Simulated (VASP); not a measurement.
Wanted: the native input for a VASP 6.6.1 run.

* Task: single point
* Functional: r2SCAN
* Potentials or basis: VASP PAW PBE potentials, release 64 (Al, Cu)
* Cutoff: 520 eV
* k mesh: 12 × 12 × 12
* Occupations: gaussian, width 0.1 eV
* Spin: no spin polarisation
* Dipole correction: no
* Further INCAR settings: ALGO = Normal; EDIFF = 1e-06; NBANDS = 18

The system is Al3Cu.

```
Al Cu
1.0
     3.92889    0.00000    0.00000
     0.00000    3.92889    0.00000
     0.00000    0.00000    3.92889
Al Cu
3 1
Direct
  0.00000 0.50000 0.50000
  0.50000 0.00000 0.50000
  0.50000 0.50000 0.00000
  0.00000 0.00000 0.00000
```

One way to write it, as run:

POSCAR

```
Al3Cu
1.0
    3.9288933396      0.0000000000      0.0000000000
    0.0000000000      3.9288933396      0.0000000000
    0.0000000000      0.0000000000      3.9288933396
Al Cu
3 1
Direct
    0.0000000000      0.5000000000      0.5000000000
    0.5000000000      0.0000000000      0.5000000000
    0.5000000000      0.5000000000      0.0000000000
    0.0000000000      0.0000000000      0.0000000000
```

INCAR.step1

```
PREC = Accurate
ENCUT = 520
ISMEAR = 0
SIGMA = 0.1
LREAL = False
LASPH = True
NELM = 80
NBANDS = 18
GGA = PE
ALGO = Normal
EDIFF = 1E-4
LWAVE = True
LCHARG = False
```

INCAR.step2

```
PREC = Accurate
ENCUT = 520
EDIFF = 1E-6
ISMEAR = 0
SIGMA = 0.1
LREAL = False
LASPH = True
NELM = 80
ALGO = Normal
ISIF = 2
LWAVE = False
LCHARG = False
METAGGA = R2SCAN
LMIXTAU = True
NBANDS = 18
ISTART = 1
```

KPOINTS

```
Automatic mesh
0
Gamma
  12 12 12
```

Potentials or basis: VASP PAW PBE potentials, release 64 (Al, Cu).

Launch:

```sh
$ cat potpaw_PBE.64/Al/POTCAR potpaw_PBE.64/Cu/POTCAR > POTCAR
$ cp INCAR.step1 INCAR
$ mpirun -np 1 vasp_std > vasp.out
$ cp INCAR.step2 INCAR
$ mpirun -np 1 vasp_std > vasp.out
```

Results of the run:

| Item | Value |
| --- | --- |
| Pressure | -3.2 GPa |
| Band gap on the k mesh | zero (bands 10 and 11 overlap by 4.22 eV) |

Caveat: the cell stands under tension; the PAW data sets were made with another functional, which shifts forces and pressure a little.

Wall time 7.1 min on 1 thread of Intel Xeon 8259CL (shared host), peak memory 0.23 GiB.
